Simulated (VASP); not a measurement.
# TiAl3 (I4/mmm) in VASP: further runs

The runs below take TiAl3 through single point, with PBEsol, LDA.

Program: VASP 6.6.1. These are calculated values, not measurements. Logs are shortened: lines on timing, memory, paths and dates and some standing lists are left out, and cuts for length are marked.

## 1. The cell of the first run

The structure is tetragonal, space group I4/mmm (No. 139). The conventional cell has a = 3.592 Å, b = 3.592 Å, c = 8.015 Å, α = 90.00°, β = 90.00°, γ = 90.00°. Ti (site symmetry 4/mmm) has 12 Al at 2.54 to 2.69 Å within 3.4 Å. Al (site symmetry -4m2) has 8 Al at 2.54 to 2.69 Å and 4 Ti at 2.69 Å within 3.4 Å. Within 3.4 Å of Al (site symmetry 4/mmm) lie 4 Ti at 2.54 Å and 8 Al at 2.69 Å.

## 2. Single point, PBEsol

File INCAR:

```
PREC = Accurate
ENCUT = 520
EDIFF = 1E-6
ISMEAR = -1
SIGMA = 0.05
LREAL = F
LASPH = T
NELM = 80
ALGO = Fast
ISIF = 2
LWAVE = F
LCHARG = F
GGA = PS
NBANDS = 18
```

File KPOINTS:

```
regular mesh
0
Gamma
  10 10 10
```

File POSCAR:

```
TiAl3
1.0
   -1.7959201242      1.7959201242      4.0077301077
    1.7959201242     -1.7959201242      4.0077301077
    1.7959201242      1.7959201242     -4.0077301077
Ti Al
1 3
Direct
    0.0000000000      0.0000000000      0.0000000000
    0.2500000000      0.7500000000      0.5000000000
    0.7500000000      0.2500000000      0.5000000000
    0.5000000000      0.5000000000      0.0000000000
```

Potentials or basis: VASP PAW PBE potentials, release 64 (Ti_sv, Al).

On the command line:

```
cat potpaw_PBE.64/Ti_sv/POTCAR potpaw_PBE.64/Al/POTCAR > POTCAR
mpirun -np 1 vasp_std > vasp.out
```

OUTCAR:

```text
PREC = Accurate
   ENCUT = 520
   EDIFF = 1E-6
   ISMEAR = -1
   LREAL = F
   LASPH = T
   NELM = 80
   ISIF = 2
   GGA = PS

 ion  position               nearest neighbor table
   1  0.000  0.000  0.000-   4 2.54   4 2.54   4 2.54   4 2.54   3 2.69   3 2.69   2 2.69   2 2.69
                             3 2.69   2 2.69   3 2.69   2 2.69
   2  0.250  0.750  0.500-   3 2.54   3 2.54   3 2.54   3 2.54   1 2.69   1 2.69   4 2.69   4 2.69
                             4 2.69   1 2.69   4 2.69   1 2.69
   3  0.750  0.250  0.500-   2 2.54   2 2.54   2 2.54   2 2.54   4 2.69   4 2.69   1 2.69   1 2.69
                             4 2.69   1 2.69   4 2.69   1 2.69
   4  0.500  0.500  0.000-   1 2.54   1 2.54   1 2.54   1 2.54   2 2.69   2 2.69   3 2.69   3 2.69
                             3 2.69   2 2.69   3 2.69   2 2.69

  LATTYP: Found a body centered tetragonal cell.
 ALAT       =     3.5918402484
 C/A-ratio  =     2.2315748088

  Lattice vectors:

 A1 = (  -1.7959201242,   1.7959201242,   4.0077301077)
 A2 = (   1.7959201242,  -1.7959201242,   4.0077301077)
 A3 = (   1.7959201242,   1.7959201242,  -4.0077301077)

Analysis of symmetry for initial positions (statically):
=====================================================================
 Subroutine PRICEL returns:
 Original cell was already a primitive cell.

 Routine SETGRP: Setting up the symmetry group for a
 body centered tetragonal supercell.

 Subroutine GETGRP returns: Found 16 space group operations
 (whereof 16 operations were pure point group operations)
 out of a pool of 16 trial point group operations.

The static configuration has the point symmetry D_4h.

Analysis of symmetry for dynamics (positions and initial velocities):
=====================================================================
 Subroutine PRICEL returns:
 Original cell was already a primitive cell.

 Routine SETGRP: Setting up the symmetry group for a
 body centered tetragonal supercell.

 Subroutine GETGRP returns: Found 16 space group operations
 (whereof 16 operations were pure point group operations)
 out of a pool of 16 trial point group operations.

The dynamic configuration has the point symmetry D_4h.

 Subroutine INISYM returns: Found 16 space group operations
 (whereof 16 operations are pure point group operations),
 and found     1 'primitive' translations

----------------------------------------------------------------------------------------

                                     Primitive cell

  volume of cell :      51.7050

  direct lattice vectors                    reciprocal lattice vectors
    -1.795920124  1.795920124  4.007730108     0.000000000  0.278408819  0.124758900
     1.795920124 -1.795920124  4.007730108     0.278408819  0.000000000  0.124758900
     1.795920124  1.795920124 -4.007730108     0.278408819  0.278408819  0.000000000

  length of vectors
     4.744740119  4.744740119  4.744740119     0.305084010  0.305084010  0.393729527

  position of ions in fractional coordinates (direct lattice)
     0.000000000  0.000000000  0.000000000
     0.250000000  0.750000000  0.500000000
     0.750000000  0.250000000  0.500000000
     0.500000000  0.500000000  0.000000000

  ion indices of the primitive-cell ions
   primitive index   ion index
                 1           1
                 2           2
                 3           3
                 4           4

----------------------------------------------------------------------------------------

 KPOINTS: regular mesh

Automatic generation of k-mesh.
 Grid dimensions read from file:
 generate k-points for:   10   10   10

 Generating k-lattice:

  Cartesian coordinates                     Fractional coordinates (reciprocal lattice)
     0.000000000  0.027840882  0.012475890     0.100000000  0.000000000 -0.000000000
     0.027840882  0.000000000  0.012475890     0.000000000  0.100000000 -0.000000000
     0.027840882  0.027840882  0.000000000     0.000000000  0.000000000  0.100000000

  Length of vectors
     0.030508401  0.030508401  0.039372953

  Shift w.r.t. Gamma in fractional coordinates (k-lattice)
     0.000000000  0.000000000  0.000000000

 Subroutine IBZKPT returns following result:
 ===========================================

 Found    102 irreducible k-points:

 Following reciprocal coordinates:
            Coordinates               Weight
  0.000000  0.000000  0.000000      1.000000
  0.100000 -0.000000  0.000000      8.000000
  0.200000 -0.000000  0.000000      8.000000
  0.300000  0.000000  0.000000      8.000000
  0.400000  0.000000 -0.000000      8.000000
  0.500000  0.000000  0.000000      4.000000
[... 16 lines left out ...]
  0.300000  0.300000  0.000000      8.000000
  0.400000  0.300000  0.000000     16.000000
 [... further k-points ...]
   k-points           NKPTS =    102   k-points in BZ     NKDIM =    102   number of bands    NBANDS=     18
   number of dos      NEDOS =    301   number of ions     NIONS =      4
   total plane-waves  NPLWV =  46656
   dimension x,y,z NGX =    36 NGY =   36 NGZ =   36
   dimension x,y,z NGXF=    72 NGYF=   72 NGZF=   72
   ions per type =               1   3
   NGX,Y,Z   is equivalent  to a cutoff of  12.61, 12.61, 12.61 a.u.
   NGXF,Y,Z  is equivalent  to a cutoff of  25.23, 25.23, 25.23 a.u.
 SYSTEM =  unknown system
   PREC   = accura    normal or accurate (medium, high low for compatibility)
   ISTART =      0    job   : 0-new  1-cont  2-samecut
   ICHARG =      2    charge: 1-file 2-atom 10-const
   ISPIN  =      1    spin polarized calculation?
   LNONCOLLINEAR =      F non collinear calculations
   LSORBIT =      F    spin-orbit coupling
   LASPH  =      T    aspherical Exc in radial PAW
   ENCUT  =  520.0 eV  38.22 Ry    6.18 a.u.   8.82  8.82  8.82*2*pi/ulx,y,z
   NELM   =     80;   NELMIN=  2; NELMDL= -5     # of ELM steps
   EDIFF  = 0.1E-05   stopping-criterion for ELM
   LREAL  =      F    real-space projection
[... 7 lines left out ...]
   TEBEG  =    0.0;   TEEND  =   0.0 temperature during run
   PSTRESS=    0.0 pullay stress
   NELECT =      21.0000    total number of electrons
   NUPDOWN=      -1.0000    fix difference up-down
   EMIN   =  10.00;   EMAX   =-10.00  energy-range for DOS
   EFERMI =   0.00;   METHOD = LEGACY
   ISMEAR =    -1;   SIGMA  =   0.05  broadening in eV -4-tet -1-fermi 0-gaus
   EFERMI_NEDOS =   21; number of points for ismear=-14 and -15
   IALGO  =     68    algorithm
   IMIX   =      4    mixing-type and parameters
     AMIX     =   0.40;   BMIX     =  1.00
     AMIX_MAG =   1.60;   BMIX_MAG =  1.00
  volume/ion in A,a.u.               =      12.93        87.23
  Fermi-wavevector in a.u.,A,eV,Ry     =   1.212375  2.291057 19.998578  1.469854
  Thomas-Fermi vector in A             =   2.347861
   LORBIT       =      0    0 simple, 1 ext, 2 COOP (PROOUT), +10 PAW based schemes
   GGA     = PS    functional components
   LHFCALC =     F    Hartree Fock is set to
   AEXX    =    0.0000 exact exchange contribution
   IVDW    =     0    specifies the selected vdW correction
   LEPSILON=     F    determine dielectric tensor
   LRPA    =     F    only Hartree local field effects (RPA)
 non-spin polarized calculation
 RMM-DIIS sequential band-by-band and
  energy-cutoff  :      520.00
  volume of cell :       51.70
 maximum number of plane-waves:      1418
   NGX = 17   NGY = 17   NGZ = 17

 number of electron      20.9999997 magnetization

 Free energy of the ion-electron system (eV)
  ---------------------------------------------------
  ext. energy  EPLUGINS =         0.00000000
  ---------------------------------------------------
  free energy    TOTEN  =       -21.37816950 eV

  energy without entropy =      -21.36642593  energy(sigma->0) =      -21.37229771

 E-fermi :  10.3395     XC(G=0): -11.6740

 val. band max:       10.3002929596   @ k =   0.4000   0.1000   0.1000
 cond. band min:      10.3471383117   @ k =  -0.3000  -0.3000   0.2000
 fundamental gap:      0.0468453521
 Fermi energy:        10.3394682666

 k-point     1 :       0.0000    0.0000    0.0000
  band No.  band energies     occupation
      1     -45.2793      2.00000
      2     -21.7610      2.00000
      3     -21.7610      2.00000
      4     -21.6829      2.00000
      5      -0.7811      2.00000
      6       7.3110      2.00000
[... 10 lines left out ...]
     17      15.1819      0.00000
     18      15.3292      0.00000

 k-point     2 :       0.1000   -0.0000    0.0000
  band No.  band energies     occupation
      1     -45.2789      2.00000
      2     -21.7675      2.00000
      3     -21.7607      2.00000
      4     -21.6827      2.00000
      5      -0.6363      2.00000
      6       6.7571      2.00000
[... 10 lines left out ...]
     17      15.3448      0.00000
     18      15.8834      0.00000

 k-point     3 :       0.2000   -0.0000    0.0000
  band No.  band energies     occupation
      1     -45.2780      2.00000
      2     -21.7842      2.00000
      3     -21.7597      2.00000
      4     -21.6821      2.00000
      5      -0.2078      2.00000
      6       6.0645      2.00000
[... 10 lines left out ...]
     17      15.6905      0.00000
     18      17.2404      0.00000

 k-point     4 :       0.3000    0.0000    0.0000
  band No.  band energies     occupation
      1     -45.2767      2.00000
      2     -21.8048      2.00000
      3     -21.7585      2.00000
      4     -21.6814      2.00000
      5       0.4870      2.00000
      6       5.0767      2.00000
[... 375 lines left out ...]
      4     -21.6797      2.00000
      5       0.1663      2.00000
      6       6.8031      2.00000
[... 10 lines left out ...]
     17      15.3525      0.00000
     18      17.5873      0.00000

 k-point    23 :       0.3000    0.3000    0.0000
  band No.  band energies     occupation
      1     -45.2744      2.00000
      2     -21.8006      2.00000
      3     -21.7985      2.00000
      4     -21.6790      2.00000
      5       2.0157      2.00000
      6       4.7621      2.00000
[... 10 lines left out ...]
     17      17.2325      0.00000
     18      17.6886      0.00000

 k-point    24 :       0.4000    0.3000    0.0000
  band No.  band energies     occupation
      1     -45.2735      2.00000
      2     -21.8151      2.00000
      3     -21.7975      2.00000
      4     -21.6773      2.00000
      5       2.9295      2.00000
      6       4.1170      2.00000
[... 10 lines left out ...]
     17      16.3677      0.00000
     18      17.6611      0.00000

 [... further k-points ...]

------------------------ aborting loop because EDIFF is reached ----------------------------------------

  FORCE on cell =-STRESS in cart. coord.  units (eV):
  Direction    XX          YY          ZZ          XY          YZ          ZX
  --------------------------------------------------------------------------------------
  -------------------------------------------------------------------------------------
  Total        9.7347564      9.7347564      9.7179160      0.0000000      0.0000000      0.0000000
  in kB      301.6498946    301.6498946    301.1280641      0.0000000      0.0000000      0.0000000
  external PRESSURE =     301.4759511 kB  Pullay stress =       0.0000000 kB

 VOLUME and BASIS-vectors are now :
 -----------------------------------------------------------------------------
  energy-cutoff  :      520.00
  volume of cell :       51.70
      direct lattice vectors                 reciprocal lattice vectors
    -1.795920124  1.795920124  4.007730108     0.000000000  0.278408819  0.124758900
     1.795920124 -1.795920124  4.007730108     0.278408819  0.000000000  0.124758900
     1.795920124  1.795920124 -4.007730108     0.278408819  0.278408819  0.000000000

 POSITION                                       TOTAL-FORCE (eV/Angst)
 -----------------------------------------------------------------------------------
      0.00000      0.00000      0.00000        -0.000000     -0.000000     -0.000000
      1.79592      0.00000      2.00387        -0.000000     -0.000000     -0.000000
      0.00000      1.79592      2.00387         0.000000      0.000000      0.000000
      0.00000      0.00000      4.00773        -0.000000     -0.000000     -0.000000
 -----------------------------------------------------------------------------------
    total drift:                               -0.000000      0.000000      0.000000

  FREE ENERGIE OF THE ION-ELECTRON SYSTEM (eV)
  ---------------------------------------------------
  free  energy   TOTEN  =       -21.3781695038 eV

  energy  without entropy=      -21.3664259251  energy(sigma->0) =      -21.37229771
```

Wall time 6.8 min (1 thread of Intel Xeon 8259CL, shared host); peak memory 0.26 GiB.

Results:

```
Free energy            : -21.3782 eV
Pressure               : 30.1 GPa
Band gap on the k mesh : zero (an odd number of electrons rules out a gap without spin polarisation)
```

Caveat: the cell stands under pressure; the PAW data sets were made with another functional, which shifts forces and pressure a little.

## 3. Single point, PBEsol

This run uses another cell than the first one, of 13.58 Å³/atom.

File INCAR:

```
PREC = Accurate
ENCUT = 520
EDIFF = 1E-7
ISMEAR = -1
SIGMA = 0.05
LREAL = False
LASPH = True
NELM = 100
ALGO = Fast
ISIF = 2
LWAVE = False
LCHARG = False
GGA = PS
NBANDS = 18
```

File KPOINTS:

```
Automatic mesh
0
Gamma
  10 10 10
```

File POSCAR:

```
TiAl3
1.0
   -1.8253318907      1.8253318907      4.0757329702
    1.8253318907     -1.8253318907      4.0757329702
    1.8253318907      1.8253318907     -4.0757329702
Ti Al
1 3
Direct
    0.0000000000      0.0000000000      0.0000000000
    0.2500000000      0.7500000000      0.5000000000
    0.7500000000      0.2500000000      0.5000000000
    0.5000000000      0.5000000000      0.0000000000
```

Potentials or basis: VASP PAW PBE potentials, release 64 (Ti_sv, Al).

On the command line:

```
cat potpaw_PBE.64/Ti_sv/POTCAR potpaw_PBE.64/Al/POTCAR > POTCAR
mpirun -np 1 vasp_std > vasp.out
```

Run time: 9.9 min. Hardware: 1 thread of Intel Xeon 8259CL, shared host; peak memory 0.27 GiB.

The run converged. Its results:

- Free energy: -21.7860 eV
- Pressure: 20.1 GPa
- Band gap on the k mesh: zero (an odd number of electrons rules out a gap without spin polarisation)

Levels at points of the mesh, in eV from the Fermi level:
```tsv
k point	band 9	band 10	band 11	band 12	band 13	band 14
(0.00, 0.00, 0.00)	-1.38	-1.38	0.96	2.08	2.08	2.27
(0.50, 0.00, 0.00)	-1.17	-0.34	0.57	2.19	2.34	3.20
(0.50, 0.50, 0.00)	-2.78	-2.27	-1.15	2.15	2.33	3.01
(0.50, 0.50, 0.50)	-0.85	-0.32	0.76	0.76	1.12	3.34
```

Caveat: the cell stands under pressure; the PAW data sets were made with another functional, which shifts forces and pressure a little.

[end of part 1 of 2]
